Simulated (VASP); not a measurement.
# Zn (R-3m) in VASP: single point with LDA

Aim: the single point of Zn with LDA.

All numbers are computed with VASP 6.6.1; they aren't measurements. Logs are shortened: lines on timing, memory, paths and dates and some standing lists are left out, and cuts for length are marked.

## (1) The cell of the first run

The structure is trigonal, space group R-3m (No. 166). Conventional cell: a = 4.547 Å, b = 4.547 Å, c = 2.589 Å, α = 90.00°, β = 90.00°, γ = 120.00°. Within 3.4 Å of Zn (site symmetry -3m) lie 14 Zn at 2.59 to 3.14 Å.

## (2) Single point, LDA

INCAR reads:

```
PREC = Accurate
ENCUT = 520
EDIFF = 1E-6
ISMEAR = 0
SIGMA = 0.15
LREAL = False
LASPH = True
NELM = 80
ALGO = Fast
ISIF = 2
LWAVE = False
LCHARG = False
GGA = CA
NBANDS = 12
```

KPOINTS reads:

```
Automatic mesh
0
Gamma
  24 24 24
```

POSCAR reads:

```
Zn
1.0
   -1.6449624534      1.5699478789      1.5699478789
    1.5699478789     -1.6449624534      1.5699478789
    1.5699478789      1.5699478789     -1.6449624534
Zn
1
Direct
    0.0000000000      0.0000000000      0.0000000000
```

Potentials or basis: VASP PAW LDA potentials, release 64 (Zn).

Started as:

```
cat potpaw_LDA.64/Zn/POTCAR > POTCAR
mpirun -np 1 vasp_std > vasp.out
```

OUTCAR:

```text
PREC = Accurate
   ENCUT = 520
   EDIFF = 1E-6
   ISMEAR = 0
   LREAL = False
   LASPH = True
   NELM = 80
   ISIF = 2
   GGA = CA

 ion  position               nearest neighbor table
   1  0.000  0.000  0.000-

  LATTYP: Found a trigonal (rhomboedric) cell.
 ALAT       =     2.7632180801
 COS(alpha) =    -0.3536531715

  Lattice vectors:

 A1 = (  -1.6449624534,   1.5699478789,   1.5699478789)
 A2 = (   1.5699478789,  -1.6449624534,   1.5699478789)
 A3 = (   1.5699478789,   1.5699478789,  -1.6449624534)

Analysis of symmetry for initial positions (statically):
=====================================================================
 Subroutine PRICEL returns:
 Original cell was already a primitive cell.

 Routine SETGRP: Setting up the symmetry group for a
 trigonal (rhombohedral) supercell.

 Subroutine GETGRP returns: Found 12 space group operations
 (whereof 12 operations were pure point group operations)
 out of a pool of 12 trial point group operations.

The static configuration has the point symmetry D_3d.

Analysis of symmetry for dynamics (positions and initial velocities):
=====================================================================
 Subroutine PRICEL returns:
 Original cell was already a primitive cell.

 Routine SETGRP: Setting up the symmetry group for a
 trigonal (rhombohedral) supercell.

 Subroutine GETGRP returns: Found 12 space group operations
 (whereof 12 operations were pure point group operations)
 out of a pool of 12 trial point group operations.

The dynamic configuration has the point symmetry D_3d.

 Subroutine INISYM returns: Found 12 space group operations
 (whereof 12 operations are pure point group operations),
 and found     1 'primitive' translations

----------------------------------------------------------------------------------------

                                     Primitive cell

  volume of cell :      15.4511

  direct lattice vectors                    reciprocal lattice vectors
    -1.644962453  1.569947879  1.569947879     0.015608277  0.326658943  0.326658943
     1.569947879 -1.644962453  1.569947879     0.326658943  0.015608277  0.326658943
     1.569947879  1.569947879 -1.644962453     0.326658943  0.326658943  0.015608277

  length of vectors
     2.763218080  2.763218080  2.763218080     0.462229108  0.462229108  0.462229108

  position of ions in fractional coordinates (direct lattice)
     0.000000000  0.000000000  0.000000000

  ion indices of the primitive-cell ions
   primitive index   ion index
                 1           1

----------------------------------------------------------------------------------------

 KPOINTS: Automatic mesh

Automatic generation of k-mesh.
 Grid dimensions read from file:
 generate k-points for:   24   24   24

 Generating k-lattice:

  Cartesian coordinates                     Fractional coordinates (reciprocal lattice)
     0.000650345  0.013610789  0.013610789     0.041666667  0.000000000  0.000000000
     0.013610789  0.000650345  0.013610789     0.000000000  0.041666667  0.000000000
     0.013610789  0.013610789  0.000650345     0.000000000  0.000000000  0.041666667

  Length of vectors
     0.019259546  0.019259546  0.019259546

  Shift w.r.t. Gamma in fractional coordinates (k-lattice)
     0.000000000  0.000000000  0.000000000

 Subroutine IBZKPT returns following result:
 ===========================================

 Found   1313 irreducible k-points:

 Following reciprocal coordinates:
            Coordinates               Weight
  0.000000  0.000000  0.000000      1.000000
  0.041667 -0.000000 -0.000000      6.000000
  0.083333 -0.000000 -0.000000      6.000000
  0.125000  0.000000  0.000000      6.000000
  0.166667  0.000000  0.000000      6.000000
  0.208333  0.000000  0.000000      6.000000
[... 16 lines left out ...]
  0.416667  0.041667  0.000000     12.000000
  0.458333  0.041667  0.000000     12.000000
 [... further k-points ...]
   k-points           NKPTS =   1313   k-points in BZ     NKDIM =   1313   number of bands    NBANDS=     12
   number of dos      NEDOS =    301   number of ions     NIONS =      1
   total plane-waves  NPLWV =  13824
   dimension x,y,z NGX =    24 NGY =   24 NGZ =   24
   dimension x,y,z NGXF=    48 NGYF=   48 NGZF=   48
   ions per type =               1
   NGX,Y,Z   is equivalent  to a cutoff of  14.44, 14.44, 14.44 a.u.
   NGXF,Y,Z  is equivalent  to a cutoff of  28.88, 28.88, 28.88 a.u.
 SYSTEM =  unknown system
   PREC   = accura    normal or accurate (medium, high low for compatibility)
   ISTART =      0    job   : 0-new  1-cont  2-samecut
   ICHARG =      2    charge: 1-file 2-atom 10-const
   ISPIN  =      1    spin polarized calculation?
   LNONCOLLINEAR =      F non collinear calculations
   LSORBIT =      F    spin-orbit coupling
   LASPH  =      T    aspherical Exc in radial PAW
   ENCUT  =  520.0 eV  38.22 Ry    6.18 a.u.   5.14  5.14  5.14*2*pi/ulx,y,z
   NELM   =     80;   NELMIN=  2; NELMDL= -5     # of ELM steps
   EDIFF  = 0.1E-05   stopping-criterion for ELM
   LREAL  =      F    real-space projection
   EDIFFG = 0.1E-04   stopping-criterion for IOM
   NSW    =      0    number of steps for IOM
   IBRION =     -1    ionic relax: 0-MD 1-quasi-New 2-CG
   NFREE  =      0    steps in history (QN), initial steepest desc. (CG)
   ISIF   =      2    stress and relaxation
   ISYM   =      2    0-nonsym 1-usesym 2-fastsym
   POTIM  = 0.5000    time-step for ionic-motion
   TEBEG  =    0.0;   TEEND  =   0.0 temperature during run
   PSTRESS=    0.0 pullay stress
   NELECT =      12.0000    total number of electrons
   NUPDOWN=      -1.0000    fix difference up-down
   EMIN   =  10.00;   EMAX   =-10.00  energy-range for DOS
   EFERMI =   0.00;   METHOD = LEGACY
   ISMEAR =     0;   SIGMA  =   0.15  broadening in eV -4-tet -1-fermi 0-gaus
   EFERMI_NEDOS =   21; number of points for ismear=-14 and -15
   IALGO  =     68    algorithm
   IMIX   =      4    mixing-type and parameters
     AMIX     =   0.40;   BMIX     =  1.00
     AMIX_MAG =   1.60;   BMIX_MAG =  1.00
  volume/ion in A,a.u.               =      15.45       104.27
  Fermi-wavevector in a.u.,A,eV,Ry     =   1.504811  2.843681 30.809811  2.264457
  Thomas-Fermi vector in A             =   2.615742
   LORBIT       =      0    0 simple, 1 ext, 2 COOP (PROOUT), +10 PAW based schemes
   GGA     = CA    functional components
   LHFCALC =     F    Hartree Fock is set to
   AEXX    =    0.0000 exact exchange contribution
   IVDW    =     0    specifies the selected vdW correction
   LEPSILON=     F    determine dielectric tensor
   LRPA    =     F    only Hartree local field effects (RPA)
 non-spin polarized calculation
 RMM-DIIS sequential band-by-band and
 Gauss-broadening in eV      SIGMA  =   0.15
  energy-cutoff  :      520.00
  volume of cell :       15.45
 maximum number of plane-waves:       430
 NGX is ok and might be reduce to    24
   NGX = 11   NGY = 11   NGZ = 11

 number of electron      12.0000008 magnetization

 Free energy of the ion-electron system (eV)
  ---------------------------------------------------
  ext. energy  EPLUGINS =         0.00000000
  ---------------------------------------------------
  free energy    TOTEN  =        -1.73246629 eV

  energy without entropy =       -1.72889424  energy(sigma->0) =       -1.73068026

 E-fermi :   2.8171     XC(G=0): -11.8125

 val. band max:        2.8093107269   @ k =  -0.3750  -0.4167   0.0417
 cond. band min:       2.8185192671   @ k =   0.3333   0.2500   0.0833
 fundamental gap:      0.0092085403
 Fermi energy:         2.8171197419

 k-point     1 :       0.0000    0.0000    0.0000
  band No.  band energies     occupation
      1      -7.4916      2.00000
      2      -5.1595      2.00000
      3      -4.9293      2.00000
      4      -4.9293      2.00000
      5      -4.4701      2.00000
      6      -4.4701      2.00000
      7      20.3278      0.00000
      8      20.3278      0.00000
      9      22.5621      0.00000
     10      23.1900      0.00000
     11      23.9819      0.00000
     12      23.9819      0.00000

 k-point     2 :       0.0417   -0.0000   -0.0000
  band No.  band energies     occupation
      1      -7.4332      2.00000
      2      -5.1475      2.00000
      3      -4.9343      2.00000
      4      -4.9235      2.00000
      5      -4.4779      2.00000
      6      -4.4716      2.00000
      7      20.0514      0.00000
      8      20.2112      0.00000
      9      22.2453      0.00000
     10      22.2455      0.00000
     11      23.8055      0.00000
     12      24.1785      0.00000

 k-point     3 :       0.0833   -0.0000   -0.0000
  band No.  band energies     occupation
      1      -7.2593      2.00000
      2      -5.1136      2.00000
      3      -4.9491      2.00000
      4      -4.9049      2.00000
      5      -4.4996      2.00000
      6      -4.4758      2.00000
      7      19.3665      0.00000
      8      19.8118      0.00000
      9      20.3221      0.00000
     10      21.9514      0.00000
     11      22.7471      0.00000
     12      23.2827      0.00000
[... 286 lines left out ...]
 k-point    23 :       0.4167    0.0417    0.0000
  band No.  band energies     occupation
      1      -5.5674      2.00000
      2      -5.2353      2.00000
      3      -4.5491      2.00000
      4      -4.5137      2.00000
      5      -4.1767      2.00000
      6      -0.6356      2.00000
      7       3.8083      0.00000
      8      13.4157      0.00000
      9      15.0692      0.00000
     10      18.4034      0.00000
     11      19.5969      0.00000
     12      27.6690      0.00000

 k-point    24 :       0.4583    0.0417    0.0000
  band No.  band energies     occupation
      1      -5.5825      2.00000
      2      -5.2460      2.00000
      3      -4.5411      2.00000
      4      -4.5139      2.00000
      5      -4.1412      2.00000
      6       0.3830      2.00000
      7       2.5798      1.97477
      8      13.2132      0.00000
      9      14.8887      0.00000
     10      18.3844      0.00000
     11      19.6064      0.00000
     12      28.6813      0.00000

 [... further k-points ...]
[... 5 lines left out ...]
  --------------------------------------------------------------------------------------
  -------------------------------------------------------------------------------------
  Total       -0.7386181     -0.7386181     -0.7386181     -0.0053542     -0.0053542     -0.0053542
  in kB      -76.5898101    -76.5898101    -76.5898101     -0.5551902     -0.5551902     -0.5551902
  external PRESSURE =     -76.5898101 kB  Pullay stress =       0.0000000 kB

 VOLUME and BASIS-vectors are now :
 -----------------------------------------------------------------------------
  energy-cutoff  :      520.00
  volume of cell :       15.45
      direct lattice vectors                 reciprocal lattice vectors
    -1.644962453  1.569947879  1.569947879     0.015608277  0.326658943  0.326658943
     1.569947879 -1.644962453  1.569947879     0.326658943  0.015608277  0.326658943
     1.569947879  1.569947879 -1.644962453     0.326658943  0.326658943  0.015608277

 POSITION                                       TOTAL-FORCE (eV/Angst)
 -----------------------------------------------------------------------------------
      0.00000      0.00000      0.00000        -0.000000      0.000000     -0.000000
 -----------------------------------------------------------------------------------
    total drift:                               -0.000000      0.000000      0.000000

  FREE ENERGIE OF THE ION-ELECTRON SYSTEM (eV)
  ---------------------------------------------------
  free  energy   TOTEN  =        -1.7324662870 eV

  energy  without entropy=       -1.7288942429  energy(sigma->0) =       -1.73068026
```

It took 5.1 min on 1 thread of AMD EPYC 7R43 (Zen 3), shared host; peak memory 0.29 GiB.

Results:

* Free energy: -1.7325 eV
* Pressure: -7.7 GPa
* Band gap on the k mesh: zero (band 6 reaches 6.60 eV, above the bottom of band 7 at 1.29 eV)
